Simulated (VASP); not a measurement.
# Ta (Im-3m) in VASP: notebook

Runs on Ta. Level: r2SCAN. Tasks: single point, relaxation of cell and atoms.

Everything below comes from runs of VASP 6.6.1. Logs are shortened: lines on timing, memory, paths and dates and some standing lists are left out, and cuts for length are marked.

## Step 1: The cell of the first run

It takes space group Im-3m (No. 229, cubic). The conventional cell has a = 3.310 Å, b = 3.310 Å, c = 3.310 Å, α = 90.00°, β = 90.00°, γ = 90.00°. Within 3.8 Å of Ta (site symmetry m-3m) lie 14 Ta at 2.87 to 3.31 Å.

## Step 2: Single point, r2SCAN

POSCAR

```
Ta
1.0
   -1.6549278100      1.6549278100      1.6549278100
    1.6549278100     -1.6549278100      1.6549278100
    1.6549278100      1.6549278100     -1.6549278100
Ta
1
Direct
    0.0000000000      0.0000000000      0.0000000000
```

INCAR.step1

```
SYSTEM = Ta
PREC = Accurate ; ENCUT = 520
ISMEAR = 0 ; SIGMA = 0.1
LREAL = .False. ; LASPH = .True.
NELM = 60 ; NBANDS = 12
GGA = PE ; ALGO = Normal
EDIFF = 1E-4 ; LWAVE = .True.
LCHARG = .False.
```

INCAR.step2

```
SYSTEM = Ta
PREC = Accurate ; ENCUT = 520
EDIFF = 1E-6 ; ISMEAR = 0
SIGMA = 0.1 ; LREAL = .False.
LASPH = .True. ; NELM = 60
ALGO = Normal ; ISIF = 2
LWAVE = .False. ; LCHARG = .False.
METAGGA = R2SCAN ; LMIXTAU = .True.
NBANDS = 12 ; ISTART = 1
```

KPOINTS

```
Automatic mesh
0
Gamma
  8 8 8
  0 0 0
```

Potentials or basis: VASP PAW PBE potentials, release 64 (Ta_pv).

Command:

```sh
$ cat potpaw_PBE.64/Ta_pv/POTCAR > POTCAR
$ cp INCAR.step1 INCAR
$ mpirun -np 1 vasp_std > vasp.out
$ cp INCAR.step2 INCAR
$ mpirun -np 1 vasp_std > vasp.out
```

OUTCAR:

```text
SYSTEM = Ta
   PREC = Accurate
   ENCUT = 520
   EDIFF = 1E-6
   ISMEAR = 0
   LREAL = .False.
   LASPH = .True.
   NELM = 60
   ISIF = 2
   METAGGA = R2SCAN
   ISTART = 1

 ion  position               nearest neighbor table
   1  0.000  0.000  0.000-

  LATTYP: Found a body centered cubic cell.
 ALAT       =     3.3098556200

  Lattice vectors:

 A1 = (  -1.6549278100,   1.6549278100,   1.6549278100)
 A2 = (   1.6549278100,  -1.6549278100,   1.6549278100)
 A3 = (   1.6549278100,   1.6549278100,  -1.6549278100)

Analysis of symmetry for initial positions (statically):
=====================================================================
 Subroutine PRICEL returns:
 Original cell was already a primitive cell.

 Routine SETGRP: Setting up the symmetry group for a
 body centered cubic supercell.

 Subroutine GETGRP returns: Found 48 space group operations
 (whereof 48 operations were pure point group operations)
 out of a pool of 48 trial point group operations.

The static configuration has the point symmetry O_h .

Analysis of symmetry for dynamics (positions and initial velocities):
=====================================================================
 Subroutine PRICEL returns:
 Original cell was already a primitive cell.

 Routine SETGRP: Setting up the symmetry group for a
 body centered cubic supercell.

 Subroutine GETGRP returns: Found 48 space group operations
 (whereof 48 operations were pure point group operations)
 out of a pool of 48 trial point group operations.

The dynamic configuration has the point symmetry O_h .

 Subroutine INISYM returns: Found 48 space group operations
 (whereof 48 operations are pure point group operations),
 and found     1 'primitive' translations

----------------------------------------------------------------------------------------

                                     Primitive cell

  volume of cell :      18.1300

  direct lattice vectors                    reciprocal lattice vectors
    -1.654927810  1.654927810  1.654927810     0.000000000  0.302127982  0.302127982
     1.654927810 -1.654927810  1.654927810     0.302127982  0.000000000  0.302127982
     1.654927810  1.654927810 -1.654927810     0.302127982  0.302127982  0.000000000

  length of vectors
     2.866419050  2.866419050  2.866419050     0.427273490  0.427273490  0.427273490

  position of ions in fractional coordinates (direct lattice)
     0.000000000  0.000000000  0.000000000

  ion indices of the primitive-cell ions
   primitive index   ion index
                 1           1

----------------------------------------------------------------------------------------

 KPOINTS: Automatic mesh

Automatic generation of k-mesh.
 Grid dimensions read from file:
 generate k-points for:    8    8    8

 Generating k-lattice:

  Cartesian coordinates                     Fractional coordinates (reciprocal lattice)
     0.000000000  0.037765998  0.037765998     0.125000000  0.000000000  0.000000000
     0.037765998  0.000000000  0.037765998     0.000000000  0.125000000  0.000000000
     0.037765998  0.037765998  0.000000000     0.000000000  0.000000000  0.125000000

  Length of vectors
     0.053409186  0.053409186  0.053409186

  Shift w.r.t. Gamma in fractional coordinates (k-lattice)
     0.000000000  0.000000000  0.000000000

 Subroutine IBZKPT returns following result:
 ===========================================

 Found     29 irreducible k-points:

 Following reciprocal coordinates:
            Coordinates               Weight
  0.000000  0.000000  0.000000      1.000000
  0.125000  0.000000  0.000000     12.000000
  0.250000  0.000000  0.000000     12.000000
  0.375000  0.000000  0.000000     12.000000
  0.500000  0.000000  0.000000      6.000000
  0.125000  0.125000  0.000000     24.000000
[... 16 lines left out ...]
 -0.250000  0.250000  0.250000      6.000000
 -0.375000  0.375000  0.250000     24.000000
 [... further k-points ...]
   k-points           NKPTS =     29   k-points in BZ     NKDIM =     29   number of bands    NBANDS=     12
   number of dos      NEDOS =    301   number of ions     NIONS =      1
   total plane-waves  NPLWV =  13824
   dimension x,y,z NGX =    24 NGY =   24 NGZ =   24
   dimension x,y,z NGXF=    48 NGYF=   48 NGZF=   48
   ions per type =               1
   NGX,Y,Z   is equivalent  to a cutoff of  13.92, 13.92, 13.92 a.u.
   NGXF,Y,Z  is equivalent  to a cutoff of  27.84, 27.84, 27.84 a.u.
 SYSTEM =  Ta
   PREC   = accura    normal or accurate (medium, high low for compatibility)
   ISTART =      1    job   : 0-new  1-cont  2-samecut
   ICHARG =      0    charge: 1-file 2-atom 10-const
   ISPIN  =      1    spin polarized calculation?
   LNONCOLLINEAR =      F non collinear calculations
   LSORBIT =      F    spin-orbit coupling
   LASPH  =      T    aspherical Exc in radial PAW
   ENCUT  =  520.0 eV  38.22 Ry    6.18 a.u.   5.33  5.33  5.33*2*pi/ulx,y,z
   NELM   =     60;   NELMIN=  2; NELMDL=  0     # of ELM steps
   EDIFF  = 0.1E-05   stopping-criterion for ELM
   LREAL  =      F    real-space projection
   EDIFFG = 0.1E-04   stopping-criterion for IOM
   NSW    =      0    number of steps for IOM
   IBRION =     -1    ionic relax: 0-MD 1-quasi-New 2-CG
   NFREE  =      0    steps in history (QN), initial steepest desc. (CG)
   ISIF   =      2    stress and relaxation
   ISYM   =      2    0-nonsym 1-usesym 2-fastsym
   POTIM  = 0.5000    time-step for ionic-motion
   TEBEG  =    0.0;   TEEND  =   0.0 temperature during run
   PSTRESS=    0.0 pullay stress
   NELECT =      11.0000    total number of electrons
   NUPDOWN=      -1.0000    fix difference up-down
   EMIN   =  10.00;   EMAX   =-10.00  energy-range for DOS
   EFERMI =   0.00;   METHOD = LEGACY
   ISMEAR =     0;   SIGMA  =   0.10  broadening in eV -4-tet -1-fermi 0-gaus
   EFERMI_NEDOS =   21; number of points for ismear=-14 and -15
   IALGO  =     38    algorithm
   IMIX   =      4    mixing-type and parameters
     AMIX     =   0.40;   BMIX     =  1.00
     AMIX_MAG =   1.60;   BMIX_MAG =  1.00
  volume/ion in A,a.u.               =      18.13       122.35
  Fermi-wavevector in a.u.,A,eV,Ry     =   1.385926  2.619020 26.133942  1.920791
  Thomas-Fermi vector in A             =   2.510290
   LORBIT       =      0    0 simple, 1 ext, 2 COOP (PROOUT), +10 PAW based schemes
   METAGGA = R2SCAN    functional components
   LHFCALC =     F    Hartree Fock is set to
   AEXX    =    0.0000 exact exchange contribution
   IVDW    =     0    specifies the selected vdW correction
   LEPSILON=     F    determine dielectric tensor
   LRPA    =     F    only Hartree local field effects (RPA)
 non-spin polarized calculation
 Gauss-broadening in eV      SIGMA  =   0.10
  energy-cutoff  :      520.00
  volume of cell :       18.13
 maximum number of plane-waves:       496
 NGX is ok and might be reduce to    24
   NGX = 11   NGY = 11   NGZ = 11

 number of electron      11.0000001 magnetization

 Free energy of the ion-electron system (eV)
  ---------------------------------------------------
  ext. energy  EPLUGINS =         0.00000000
  ---------------------------------------------------
  free energy    TOTEN  =       -48.59366215 eV

  energy without entropy =      -48.58870283  energy(sigma->0) =      -48.59118249

 E-fermi :   5.3071     XC(G=0): -13.7278

 val. band max:        5.2141779449   @ k =   0.2500   0.0000   0.0000
 cond. band min:       5.3131265011   @ k =   0.5000   0.5000   0.1250
 fundamental gap:      0.0989485562
 Fermi energy:         5.3071003085

 k-point     1 :       0.0000    0.0000    0.0000
  band No.  band energies     occupation
      1     -28.9391      2.00000
      2     -28.9391      2.00000
      3     -28.9391      2.00000
      4      -3.0323      2.00000
      5       6.1275      0.00000
      6       6.1275      0.00000
      7       6.1275      0.00000
      8       9.5961      0.00000
      9       9.5961      0.00000
     10      17.4438      0.00000
     11      21.0178      0.00000
     12      21.0178      0.00000

 k-point     2 :       0.1250    0.0000    0.0000
  band No.  band energies     occupation
      1     -29.1307      2.00000
      2     -28.9978      2.00000
      3     -28.9402      2.00000
      4      -2.3306      2.00000
      5       5.6843      0.00000
      6       5.9284      0.00000
      7       6.8239      0.00000
      8       9.0324      0.00000
      9       9.6049      0.00000
     10      17.4436      0.00000
     11      21.5554      0.00000
     12      22.2539      0.00000

 k-point     3 :       0.2500    0.0000    0.0000
  band No.  band energies     occupation
      1     -29.5720      2.00000
      2     -29.1368      2.00000
      3     -28.9430      2.00000
      4      -0.6393      2.00000
      5       4.7744      2.00000
      6       5.2142      1.81119
      7       8.7945      0.00000
      8       8.9607      0.00000
      9       9.7765      0.00000
     10      17.4432      0.00000
     11      21.1414      0.00000
     12      22.7060      0.00000
[... 286 lines left out ...]
 k-point    23 :      -0.2500    0.2500    0.2500
  band No.  band energies     occupation
      1     -29.5965      2.00000
      2     -29.3515      2.00000
      3     -29.3515      2.00000
      4       1.3344      2.00000
      5       4.3954      2.00000
      6       6.6174      0.00000
      7       6.6174      0.00000
      8       8.6652      0.00000
      9      10.6597      0.00000
     10      17.4431      0.00000
     11      20.6789      0.00000
     12      25.3413      0.00000

 k-point    24 :      -0.3750    0.3750    0.2500
  band No.  band energies     occupation
      1     -29.8437      2.00000
      2     -29.4985      2.00000
      3     -29.3890      2.00000
      4       2.3102      2.00000
      5       3.2662      2.00000
      6       6.6293      0.00000
      7       7.3594      0.00000
      8      10.9316      0.00000
      9      11.1190      0.00000
     10      17.4425      0.00000
     11      19.8593      0.00000
     12      22.1677      0.00000

 [... further k-points ...]

------------------------ aborting loop because EDIFF is reached ----------------------------------------

  FORCE on cell =-STRESS in cart. coord.  units (eV):
  Direction    XX          YY          ZZ          XY          YZ          ZX
  --------------------------------------------------------------------------------------
  -------------------------------------------------------------------------------------
  Total       -0.3107881     -0.3107881     -0.3107881      0.0000000     -0.0000000      0.0000000
  in kB      -27.4648904    -27.4648904    -27.4648904      0.0000000     -0.0000000      0.0000000
  external PRESSURE =     -27.4648904 kB  Pullay stress =       0.0000000 kB

 VOLUME and BASIS-vectors are now :
 -----------------------------------------------------------------------------
  energy-cutoff  :      520.00
  volume of cell :       18.13
      direct lattice vectors                 reciprocal lattice vectors
    -1.654927810  1.654927810  1.654927810     0.000000000  0.302127982  0.302127982
     1.654927810 -1.654927810  1.654927810     0.302127982  0.000000000  0.302127982
     1.654927810  1.654927810 -1.654927810     0.302127982  0.302127982  0.000000000

 POSITION                                       TOTAL-FORCE (eV/Angst)
 -----------------------------------------------------------------------------------
      0.00000      0.00000      0.00000        -0.000000      0.000000     -0.000000
 -----------------------------------------------------------------------------------
    total drift:                                0.000000      0.000000      0.000000

  FREE ENERGIE OF THE ION-ELECTRON SYSTEM (eV)
  ---------------------------------------------------
  free  energy   TOTEN  =       -48.5936621491 eV

  energy  without entropy=      -48.5887028321  energy(sigma->0) =      -48.59118249
```

Wall time 18 s (1 thread of Intel Xeon Platinum 8375C at 2.90GHz (Ice Lake), shared host); peak memory 0.14 GiB.

Results:

- Free energy: -48.5937 eV
- Pressure: -2.7 GPa
- Band gap on the k mesh: zero (an odd number of electrons rules out a gap without spin polarisation)

Caveat: the PAW data sets were made with another functional, which shifts forces and pressure a little; spin-orbit coupling is left out, which moves the levels of the heavy elements.

## Step 3: Single point, r2SCAN

This run uses another cell than the first one, of 18.05 Å³/atom.

POSCAR

```
Ta
1.0
   -1.6524942856      1.6524942856      1.6524942856
    1.6524942856     -1.6524942856      1.6524942856
    1.6524942856      1.6524942856     -1.6524942856
Ta
1
Direct
    0.0000000000      0.0000000000      0.0000000000
```

INCAR.step1

```
SYSTEM = Ta
ALGO = Normal ; EDIFF = 1E-4
ENCUT = 520 ; GGA = PE
ISMEAR = 0 ; LASPH = .TRUE.
LCHARG = .FALSE. ; LREAL = .FALSE.
LWAVE = .TRUE. ; NBANDS = 12
NELM = 80 ; PREC = Accurate
SIGMA = 0.1
```

INCAR.step2

```
SYSTEM = Ta
ALGO = Normal ; EDIFF = 1E-7
ENCUT = 520 ; ISIF = 2
ISMEAR = 0 ; ISTART = 1
LASPH = .TRUE. ; LCHARG = .FALSE.
LMIXTAU = .TRUE. ; LREAL = .FALSE.
LWAVE = .FALSE. ; METAGGA = R2SCAN
NBANDS = 12 ; NELM = 80
PREC = Accurate ; SIGMA = 0.1
```

KPOINTS

```
k-points
0
G
  24 24 24
  0 0 0
```

Potentials or basis: VASP PAW PBE potentials, release 64 (Ta_pv).

Command:

```sh
$ cat potpaw_PBE.64/Ta_pv/POTCAR > POTCAR
$ cp INCAR.step1 INCAR
$ mpirun -np 1 vasp_std > vasp.out
$ cp INCAR.step2 INCAR
$ mpirun -np 1 vasp_std > vasp.out
```

OUTCAR:

```text
SYSTEM = Ta
   EDIFF = 1E-7
   ENCUT = 520
   ISIF = 2
   ISMEAR = 0
   ISTART = 1
   LASPH = .TRUE.
   LREAL = .FALSE.
   METAGGA = R2SCAN
   NELM = 80
   PREC = Accurate

 ion  position               nearest neighbor table
   1  0.000  0.000  0.000-

  LATTYP: Found a body centered cubic cell.
 ALAT       =     3.3049885712

  Lattice vectors:

 A1 = (  -1.6524942856,   1.6524942856,   1.6524942856)
 A2 = (   1.6524942856,  -1.6524942856,   1.6524942856)
[... 540 lines left out ...]
     12      18.0045      0.00000

 [... further k-points ...]

------------------------ aborting loop because EDIFF is reached ----------------------------------------

  FORCE on cell =-STRESS in cart. coord.  units (eV):
  Direction    XX          YY          ZZ          XY          YZ          ZX
  --------------------------------------------------------------------------------------
  -------------------------------------------------------------------------------------
  Total        0.0642361      0.0642361      0.0642361     -0.0000000     -0.0000000      0.0000000
  in kB        5.7017715      5.7017715      5.7017715     -0.0000000     -0.0000000      0.0000000
  external PRESSURE =       5.7017715 kB  Pullay stress =       0.0000000 kB

 VOLUME and BASIS-vectors are now :
 -----------------------------------------------------------------------------
  energy-cutoff  :      520.00
  volume of cell :       18.05
      direct lattice vectors                 reciprocal lattice vectors
    -1.652494286  1.652494286  1.652494286     0.000000000  0.302572907  0.302572907
     1.652494286 -1.652494286  1.652494286     0.302572907  0.000000000  0.302572907
     1.652494286  1.652494286 -1.652494286     0.302572907  0.302572907  0.000000000

 POSITION                                       TOTAL-FORCE (eV/Angst)
 -----------------------------------------------------------------------------------
      0.00000      0.00000      0.00000         0.000000      0.000000      0.000000
 -----------------------------------------------------------------------------------
    total drift:                                0.000000      0.000000     -0.000000

  FREE ENERGIE OF THE ION-ELECTRON SYSTEM (eV)
  ---------------------------------------------------
  free  energy   TOTEN  =       -48.5822004814 eV

  energy  without entropy=      -48.5758196976  energy(sigma->0) =      -48.57901009
```

Run time: 3.1 min. Hardware: 1 thread of Intel Xeon Platinum 8375C at 2.90GHz (Ice Lake), shared host; peak memory 0.21 GiB.

Results:

```yaml
Free_energy: -48.5822 eV
Pressure: 0.6 GPa
Band_gap_on_the_k_mesh: zero (an odd number of electrons rules out a gap without spin polarisation)
```

Caveat: the PAW data sets were made with another functional, which shifts forces and pressure a little; spin-orbit coupling is left out, which moves the levels of the heavy elements.

(Part 1 of 2 ends here.)

The gap in the log of VASP goes by the Fermi energy; the results here count the filled bands.